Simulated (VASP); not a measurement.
Input of a VASP 6.6.1 run:

The input INCAR:

```
SYSTEM = CdH2O2
  PREC = Accurate
  ENCUT = 600
  EDIFF = 1E-6
  ISMEAR = 0
  SIGMA = 0.01
  LREAL = .FALSE.
  LASPH = .TRUE.
  NELM = 120
  ALGO = Normal
  ISIF = 2
  LWAVE = .FALSE.
  LCHARG = .FALSE.
  GGA = PS
  NBANDS = 25
  GGA_COMPAT = .FALSE.
```

File KPOINTS:

```
regular mesh
0
G
  6 6 4
  0 0 0
```

POSCAR

```
CdH2O2
1.0
    3.9274029220      0.0000000000      0.0000000000
   -1.9637014610      3.4012289974      0.0000000000
    0.0000000000      0.0000000000      4.5426942053
Cd H O
1 2 2
Direct
    0.3333333333      0.6666666667      0.9873000000
    0.0000000000      0.0000000000      0.0080800000
    0.6666666667      0.3333333333      0.4318900000
    0.0000000000      0.0000000000      0.7861900000
    0.6666666667      0.3333333333      0.2118900000
```

Potentials or basis: VASP PAW PBE potentials, release 64 (Cd_sv_GW, H, O).

Run with:

```bash
$ cat potpaw_PBE.64/Cd_sv_GW/POTCAR potpaw_PBE.64/H/POTCAR potpaw_PBE.64/O/POTCAR > POTCAR
$ mpirun -np 1 vasp_std > vasp.out
```

Problem. Estimate the pressure.

Solution. -9.0 GPa.

Problem. Predict the band gap on the k mesh.

Solution. 0.97 eV, indirect (least direct gap 1.49 eV).

Problem. Estimate the largest force.

Solution. 1.281 eV/Å.

Forces on the atoms (eV/Å):
```
Cd   0.000  0.000 -0.018
H    0.000  0.000 -0.599
H    0.000  0.000 -0.820
O    0.000  0.000  1.281
O    0.000  0.000  0.157
```

Caveat: the PAW data sets were made with another functional, which shifts forces and pressure a little. A k mesh can miss the band edges.
